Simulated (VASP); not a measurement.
# LiCl in VASP: further runs, part 2 of 2

VASP 6.6.1. The steps go on from the part before.

## (4) Relaxation of cell and atoms, PBE

INCAR reads:

```
SYSTEM = LiCl
PREC = Accurate ; ENCUT = 600
EDIFF = 1E-6 ; ISMEAR = 0
SIGMA = 0.02 ; LREAL = .False.
LASPH = .True. ; NELM = 60
ALGO = Normal ; ISIF = 3
LWAVE = .False. ; LCHARG = .False.
GGA = PE ; IBRION = 2
NSW = 100 ; EDIFFG = -0.01
```

KPOINTS reads:

```
Automatic mesh
0
Gamma
  8 8 8
  0 0 0
```

POSCAR reads:

```
LiCl
1.0
    0.0000000000      2.5733568024      2.5733568024
    2.5733568024      0.0000000000      2.5733568024
    2.5733568024      2.5733568024      0.0000000000
Li Cl
1 1
Direct
    0.0000000000      0.0000000000      0.0000000000
    0.5000000000      0.5000000000      0.5000000000
```

Potentials or basis: VASP PAW PBE potentials, release 64 (Li_sv, Cl).

Run with:

```console
> cat potpaw_PBE.64/Li_sv/POTCAR potpaw_PBE.64/Cl/POTCAR > POTCAR
> mpirun -np 1 vasp_std > vasp.out
```

OUTCAR:

```text
SYSTEM = LiCl
   PREC = Accurate
   ENCUT = 600
   EDIFF = 1E-6
   ISMEAR = 0
   LREAL = .False.
   LASPH = .True.
   NELM = 60
   ISIF = 3
   GGA = PE
   IBRION = 2
   NSW = 100
   EDIFFG = -0.01

 ion  position               nearest neighbor table
   1  0.000  0.000  0.000-   2 2.57   2 2.57   2 2.57   2 2.57   2 2.57   2 2.57
   2  0.500  0.500  0.500-   1 2.57   1 2.57   1 2.57   1 2.57   1 2.57   1 2.57

  LATTYP: Found a face centered cubic cell.
 ALAT       =     5.1467136048

  Lattice vectors:

 A1 = (   0.0000000000,   2.5733568024,   2.5733568024)
 A2 = (   2.5733568024,   0.0000000000,   2.5733568024)
 A3 = (   2.5733568024,   2.5733568024,   0.0000000000)

Analysis of symmetry for initial positions (statically):
=====================================================================
 Subroutine PRICEL returns:
 Original cell was already a primitive cell.

 Routine SETGRP: Setting up the symmetry group for a
 face centered cubic supercell.

 Subroutine GETGRP returns: Found 48 space group operations
 (whereof 48 operations were pure point group operations)
 out of a pool of 48 trial point group operations.

The static configuration has the point symmetry O_h .

Analysis of symmetry for dynamics (positions and initial velocities):
=====================================================================
 Subroutine PRICEL returns:
 Original cell was already a primitive cell.

 Routine SETGRP: Setting up the symmetry group for a
 face centered cubic supercell.

 Subroutine GETGRP returns: Found 48 space group operations
 (whereof 48 operations were pure point group operations)
 out of a pool of 48 trial point group operations.

The dynamic configuration has the point symmetry O_h .

 Subroutine INISYM returns: Found 48 space group operations
 (whereof 48 operations are pure point group operations),
 and found     1 'primitive' translations
[... 118 lines left out ...]
  Thomas-Fermi vector in A             =   2.224008
   LORBIT       =      0    0 simple, 1 ext, 2 COOP (PROOUT), +10 PAW based schemes
   GGA     = PE    functional components
   LHFCALC =     F    Hartree Fock is set to
   AEXX    =    0.0000 exact exchange contribution
   IVDW    =     0    specifies the selected vdW correction
   LEPSILON=     F    determine dielectric tensor
   LRPA    =     F    only Hartree local field effects (RPA)
 conjugate gradient relaxation of ions
 non-spin polarized calculation
 Gauss-broadening in eV      SIGMA  =   0.02
  energy-cutoff  :      600.00
  volume of cell :       34.08
 maximum number of plane-waves:      1158
 NGX is ok and might be reduce to    30

 number of electron      10.0000006 magnetization

 Free energy of the ion-electron system (eV)
  ---------------------------------------------------
  ext. energy  EPLUGINS =         0.00000000
  ---------------------------------------------------
  free energy    TOTEN  =        -7.38591600 eV

  energy without entropy =       -7.38591600  energy(sigma->0) =       -7.38591600

 E-fermi :   0.5870     XC(G=0):  -8.6875

 val. band max:        0.5041777678   @ k =   0.0000   0.0000   0.0000
 cond. band min:       6.7873419405   @ k =   0.0000   0.0000   0.0000
 fundamental gap:      6.2831641726
 Fermi energy:         0.5870314752

 k-point     1 :       0.0000    0.0000    0.0000
  band No.  band energies     occupation
      1     -43.0347      2.00000
      2     -12.8571      2.00000
      3       0.5042      2.00000
      4       0.5042      2.00000
      5       0.5042      2.00000
      6       6.7873      0.00000
      7      12.4344      0.00000
      8      12.4344      0.00000
      9      12.4344      0.00000
[... 265 lines left out ...]
 k-point    24 :      -0.3750    0.2500    0.1250
  band No.  band energies     occupation
      1     -43.0317      2.00000
      2     -12.1895      2.00000
      3      -1.9986      2.00000
      4      -0.7759      2.00000
      5      -0.0635      2.00000
      6       8.6972      0.00000
      7       9.8132      0.00000
      8      11.0295      0.00000
      9      12.1956      0.00000

 [... further k-points ...]

------------------------ aborting loop because EDIFF is reached ----------------------------------------

  FORCE on cell =-STRESS in cart. coord.  units (eV):
  Direction    XX          YY          ZZ          XY          YZ          ZX
  --------------------------------------------------------------------------------------
  -------------------------------------------------------------------------------------
  Total       -0.0039226     -0.0039226     -0.0039226      0.0000000     -0.0000000     -0.0000000
  in kB       -0.1843986     -0.1843986     -0.1843986      0.0000000     -0.0000000     -0.0000000
  external PRESSURE =      -0.1843986 kB  Pullay stress =       0.0000000 kB

 VOLUME and BASIS-vectors are now :
 -----------------------------------------------------------------------------
  energy-cutoff  :      600.00
  volume of cell :       34.08
      direct lattice vectors                 reciprocal lattice vectors
     0.000000000  2.573356802  2.573356802    -0.194298746  0.194298746  0.194298746
     2.573356802  0.000000000  2.573356802     0.194298746 -0.194298746  0.194298746
     2.573356802  2.573356802  0.000000000     0.194298746  0.194298746 -0.194298746

 POSITION                                       TOTAL-FORCE (eV/Angst)
 -----------------------------------------------------------------------------------
      0.00000      0.00000      0.00000        -0.000000     -0.000000      0.000000
      2.57336      2.57336      2.57336         0.000000      0.000000     -0.000000
 -----------------------------------------------------------------------------------
    total drift:                               -0.000000     -0.000000      0.000000

  FREE ENERGIE OF THE ION-ELECTRON SYSTEM (eV)
  ---------------------------------------------------
  free  energy   TOTEN  =        -7.3859159998 eV

  energy  without entropy=       -7.3859159998  energy(sigma->0) =       -7.38591600

 reached required accuracy - stopping structural energy minimisation
```

OSZICAR:

```text
N       E                     dE             d eps       ncg     rms          rms(c)
DAV:   1     0.449332740473E+02    0.44933E+02   -0.45215E+03   522   0.112E+03
DAV:   2    -0.525998574563E+01   -0.50193E+02   -0.48349E+02   705   0.169E+02
DAV:   3    -0.740588727248E+01   -0.21459E+01   -0.21433E+01   661   0.412E+01
DAV:   4    -0.745126774539E+01   -0.45380E-01   -0.45301E-01   791   0.586E+00
DAV:   5    -0.745155119096E+01   -0.28345E-03   -0.28344E-03   697   0.494E-01    0.238E+00
DAV:   6    -0.738039693802E+01    0.71154E-01   -0.17742E-01   596   0.242E+00    0.171E+00
DAV:   7    -0.738155641603E+01   -0.11595E-02   -0.57373E-02   747   0.158E+00    0.920E-01
DAV:   8    -0.738584648218E+01   -0.42901E-02   -0.89468E-03   585   0.822E-01    0.142E-01
DAV:   9    -0.738583680773E+01    0.96745E-05   -0.30309E-04   695   0.159E-01    0.440E-02
DAV:  10    -0.738591315864E+01   -0.76351E-04   -0.11426E-04   580   0.969E-02    0.230E-02
DAV:  11    -0.738591535675E+01   -0.21981E-05   -0.60517E-06   782   0.224E-02    0.471E-03
DAV:  12    -0.738591599982E+01   -0.64306E-06   -0.38775E-07   558   0.550E-03
   1 F= -.73859160E+01 E0= -.73859160E+01  d E =-.738592E+01
```

CONTCAR:

```text
LiCl
   1.00000000000000
     0.0000000000000000    2.5733568024000002    2.5733568024000002
     2.5733568024000002    0.0000000000000000    2.5733568024000002
     2.5733568024000002    2.5733568024000002    0.0000000000000000
  Li              Cl
     1     1
Direct
     0.0000000000000000    0.0000000000000000    0.0000000000000000
     0.5000000000000000    0.5000000000000000    0.5000000000000000

  0.00000000E+00  0.00000000E+00  0.00000000E+00
  0.00000000E+00  0.00000000E+00  0.00000000E+00
```

Wall time 5.5 s (1 thread of AMD EPYC 9R45 (Zen 5), shared host); peak memory 0.13 GiB.

What came out:

```yaml
Free_energy: -7.3859 eV
Pressure_after_relaxing: 0.0 GPa
Band_gap_on_the_k_mesh: 6.28 eV
```

Final structure:
```
CELL_PARAMETERS angstrom
0.00000 2.57336 2.57336
2.57336 0.00000 2.57336
2.57336 2.57336 0.00000
ATOMIC_POSITIONS crystal
Li 0.00000 0.00000 0.00000
Cl 0.50000 0.50000 0.50000
```

Caveat: the cutoff is under 1.25 times the usual one of these potentials, so pressure, stress and relaxed cells hold a basis-set (Pulay) error; the relaxation stopped at its first step, so nothing moved.

## (5) Single point, PBE

This run uses another cell than the first one: it holds 8 atoms, not 2.

INCAR reads:

```
PREC = Accurate
ENCUT = 520
EDIFF = 1E-6
ISMEAR = 0
SIGMA = 0.1
LREAL = F
LASPH = T
NELM = 100
ALGO = Normal
ISIF = 2
LWAVE = F
LCHARG = F
GGA = PE
NBANDS = 30
```

KPOINTS reads:

```
regular mesh
0
Gamma
  4 2 2
```

POSCAR reads:

```
LiCl
1.0
    0.0000000000      2.5746113100      2.5746113100
    5.1492226200      2.5746113100     -2.5746113100
   -5.1492226200      2.5746113100     -2.5746113100
Li Cl
4 4
Direct
    0.0000000000      0.0000000000      1.0000000000
    0.5000000000      0.5000000000      1.0000000000
    0.5000000000      0.0000000000      0.5000000000
    0.0000000000      0.5000000000      0.5000000000
    0.0000000000      0.2500000000      0.7500000000
    0.5000000000      0.7500000000      0.7500000000
    0.5000000000      0.2500000000      0.2500000000
    0.0000000000      0.7500000000      0.2500000000
```

Run with:

```console
> cat potpaw_PBE.64/Li_sv/POTCAR potpaw_PBE.64/Cl/POTCAR > POTCAR
> mpirun -np 1 vasp_std > vasp.out
```

Run time: 18 s. Hardware: 1 thread of AMD EPYC 9R45 (Zen 5), shared host; peak memory 0.21 GiB.

Results (log left out):

```yaml
Free_energy: -29.5317 eV
Band_gap_on_the_k_mesh: 6.27 eV
```

Levels at points of the mesh, in eV from the valence-band top:
```
           k point  band 18  band 19  band 20  band 21  band 22  band 23
(0.00, 0.00, 0.00)     0.00     0.00     0.00     6.27     6.75     6.75
(0.50, 0.00, 0.00)    -1.04    -0.27    -0.27     8.16     8.16     9.51
(0.00, 0.50, 0.00)    -0.13    -0.13    -0.13     7.18     7.18     8.16
(0.50, 0.50, 0.00)    -0.70    -0.70    -0.70     8.16     8.16     8.16
(0.00, 0.50, 0.50)    -0.58    -0.27    -0.27     8.16     8.16     8.48
(0.50, 0.50, 0.50)    -0.25    -0.25    -0.25     6.75     6.75     7.86
```

Caveat: the k points lie up to 0.53 Å⁻¹ apart; the cutoff is under 1.25 times the usual one of these potentials, so pressure, stress and relaxed cells hold a basis-set (Pulay) error.

## (6) Single point, PBE

This run uses another cell than the first one: it holds 8 atoms, not 2.

INCAR reads:

```
PREC     = Accurate       # precision mode
ENCUT    = 520            # plane-wave cutoff, eV
EDIFF    = 1E-6           # SCF threshold, eV
ISMEAR   = 0              # smearing method
SIGMA    = 0.1            # smearing width, eV
LREAL    = False          # projectors in reciprocal space
LASPH    = True           # aspherical terms in the spheres
NELM     = 60             # most SCF steps
ALGO     = Normal         # electronic algorithm
ISIF     = 2              # what is computed and relaxed
LWAVE    = False          # write WAVECAR
LCHARG   = False          # write CHGCAR
GGA      = PE             # functional
NBANDS   = 30             # bands
```

KPOINTS reads:

```
Automatic mesh
0
Gamma
  4 2 2
```

POSCAR reads:

```
LiCl
1.0
   -0.0001791316      2.5758857301      2.5844844791
    5.1460771949      2.5718973226     -2.5810846524
   -5.1487142118      2.5748484970     -2.5833734594
Li Cl
4 4
Direct
   -0.0005039156      0.0009462213      1.0006853385
    0.5015839450      0.4987176307      0.9988776128
    0.5013044826     -0.0007403153      0.4989145395
   -0.0008937530      0.5015309118      0.5008088062
    0.0001618457      0.2496848570      0.7498217974
    0.4992638604      0.7504377731      0.7507334391
    0.4994484966      0.2499234194      0.2503054600
   -0.0003649617      0.7494995020      0.2498530066
```

Potentials or basis: VASP PAW PBE potentials, release 64 (Li_sv, Cl).

Run with:

```console
> cat potpaw_PBE.64/Li_sv/POTCAR potpaw_PBE.64/Cl/POTCAR > POTCAR
> mpirun -np 1 vasp_std > vasp.out
```

Wall time 20 s (1 thread of AMD EPYC 9R45 (Zen 5), shared host); peak memory 0.21 GiB.

It converged, with:

| Item | Value |
| --- | --- |
| Free energy | -29.5316 eV |
| Largest force | 0.010 eV/Å |
| Band gap on the k mesh | 6.25 eV |

Forces in eV/Å, atoms in the order of the input:
```
Li  -0.002 -0.002  0.002
Li   0.000  0.001 -0.007
Li  -0.001  0.000 -0.005
Li  -0.004 -0.004  0.005
Cl   0.002  0.001 -0.002
Cl   0.003 -0.004  0.009
Cl   0.003  0.003  0.000
Cl  -0.001  0.004 -0.002
```

Levels at points of the mesh, in eV from the valence-band top:
| k point | band 17 | band 18 | band 19 | band 20 | band 21 | band 22 | band 23 | band 24 |
| --- | --- | --- | --- | --- | --- | --- | --- | --- |
| (0.00, 0.00, 0.00) | -0.25 | -0.01 | -0.01 | 0.00 | 6.25 | 6.73 | 6.74 | 7.84 |
| (0.50, 0.00, 0.00) | -1.05 | -1.05 | -0.28 | -0.28 | 8.15 | 8.15 | 9.50 | 9.50 |
| (0.00, 0.50, 0.00) | -0.14 | -0.14 | -0.14 | -0.14 | 7.16 | 7.16 | 8.14 | 8.14 |
| (0.50, 0.50, 0.00) | -0.70 | -0.70 | -0.69 | -0.69 | 8.14 | 8.14 | 8.16 | 8.16 |
| (0.00, 0.00, 0.50) | -0.14 | -0.14 | -0.14 | -0.13 | 7.16 | 7.16 | 8.14 | 8.14 |
| (0.50, 0.00, 0.50) | -0.71 | -0.71 | -0.70 | -0.70 | 8.14 | 8.14 | 8.15 | 8.15 |
| (0.00, 0.50, 0.50) | -0.57 | -0.57 | -0.29 | -0.28 | 8.14 | 8.14 | 8.45 | 8.45 |
| (0.50, 0.50, 0.50) | -0.26 | -0.26 | -0.25 | -0.25 | 6.74 | 6.74 | 7.84 | 7.85 |

Caveat: the k points lie up to 0.53 Å⁻¹ apart; the cutoff is under 1.25 times the usual one of these potentials, so pressure, stress and relaxed cells hold a basis-set (Pulay) error.

## (7) Summary

| task | cell | k mesh | cutoff (eV) | smearing | gap on the mesh (eV) |
| --- | --- | --- | --- | --- | --- |
| single point | a = 3.641 Å, angles 60.0°, 2 atoms, atomic positions A | 8 × 8 × 8 | 520 | gaussian 0.02 eV | 6.27 |
| relaxation of cell and atoms | relaxed from a = 3.639 Å, angles 60.0°, 2 atoms, atomic positions A | 8 × 8 × 8 | 600 | gaussian 0.02 eV | 6.28 |
| single point | a = 3.641, b = 6.306, c = 6.306 Å, angles 109.5, 90.0, 90.0°, 8 atoms, atomic positions B | 4 × 2 × 2 | 520 | gaussian 0.1 eV | 6.27 |
| single point | a = 3.649, b = 6.305, c = 6.310 Å, angles 109.4, 90.1, 90.1°, 8 atoms, atomic positions C | 4 × 2 × 2 | 520 | gaussian 0.1 eV | 6.25 |

Alike in all rows: level PBE; potentials or basis VASP PAW PBE potentials, release 64 (Li_sv, Cl); no spin polarisation.

Caveats: some runs use coarse meshes; the cutoff is under 1.25 times the usual one of these potentials, so pressure, stress and relaxed cells hold a basis-set (Pulay) error; the relaxation stopped at its first step, so nothing moved (at least some runs).

Total energies depend on the potentials used, so only differences within one code and one set of settings carry meaning.
